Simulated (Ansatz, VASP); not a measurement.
**BN: VASP beside Ansatz**

```xyz
12
Lattice="-2.5539 0.0000 0.0000 -1.2770 -2.2118 0.0000 0.0000 0.0000 14.6806" Properties=species:S:1:pos:R:3 pbc="T T T"
B    -2.5539   -1.4745    2.9044
B    -2.5539   -1.4745    7.1312
B    -2.5539   -1.4745   11.3581
B    -1.2770   -0.7373    0.7909
B    -1.2770   -0.7373    5.0178
B    -1.2770   -0.7373    9.2447
N    -2.5539   -1.4745    1.3216
N    -2.5539   -1.4745    5.5485
N    -2.5539   -1.4745    9.7753
N    -1.2770   -0.7373   11.8888
N    -1.2770   -0.7373    3.4351
N    -1.2770   -0.7373    7.6619
```

Alike in both runs: task single point; functional PBE; k mesh 10 × 10 × 2; occupations gaussian, width 0.05 eV; no spin polarisation.

|  | VASP | Ansatz |
| --- | --- | --- |
| version | VASP 6.6.1 | Ansatz 0.2.0 |
| potentials or method | VASP PAW PBE potentials, release 64 (B, N), cutoff 520 eV | scalar-relativistic, plane waves, PAW |
| valence electrons in the cell | 48 | 48 |

|  | VASP | Ansatz | Ansatz less VASP |
| --- | --- | --- | --- |
| gap on the k mesh at the Fermi level (eV) | none | none | - |
| pressure (GPa) | -3.5 | -3.6 | -0.17 |
| traceless stress, the component that is largest in VASP (GPa) | -3.04 | -2.93 | +0.113 |
| rms of the force components (eV/Å) | 0.927 | 0.927 | -0.0002 |

Atom by atom the forces differ by 0.005 eV/Å (rms over components). A gap of «none» marks a metal or a gap that the smearing closes. With one functional, cell and mesh, what is left measures potentials, basis and numerics.
